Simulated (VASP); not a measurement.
BeS, 2 atoms in the cell. Symmetry: F-43m, No. 216, cubic system. The conventional cell has a = 4.817 Å, b = 4.817 Å, c = 4.817 Å, α = 90.00°, β = 90.00°, γ = 90.00°. S (site symmetry -43m) has 4 Be at 2.09 Å within 2.8 Å. Within 2.8 Å of Be (site symmetry -43m) lie 4 S at 2.09 Å.  This cell differs from its parent crystal: volume scaled by 0.98.

* Program: VASP 6.6.1
* Task: single point
* Functional: LDA
* Potentials or basis: VASP PAW LDA potentials, release 64 (S, Be)
* Cutoff: 520 eV
* k mesh: 9 × 9 × 9
* Occupations: fermi-dirac, width 0.05 eV
* Spin: no spin polarisation
* Dipole correction: no
* Further INCAR settings: ALGO = Normal; EDIFF = 1e-07; NBANDS = 11

Potentials or basis: VASP PAW LDA potentials, release 64 (S, Be).

Launch:

```console
$ cat potpaw_LDA.64/S/POTCAR potpaw_LDA.64/Be/POTCAR > POTCAR
$ mpirun -np 1 vasp_std > vasp.out
```

Hardware: 1 thread of AMD EPYC 7R13, on a shared host.

Task: How long does it take, and how much memory?

Result: Wall time 28 s on 1 thread of AMD EPYC 7R13 (shared host), peak memory 0.11 GiB. Counts: scf iterations 12, k points 35.
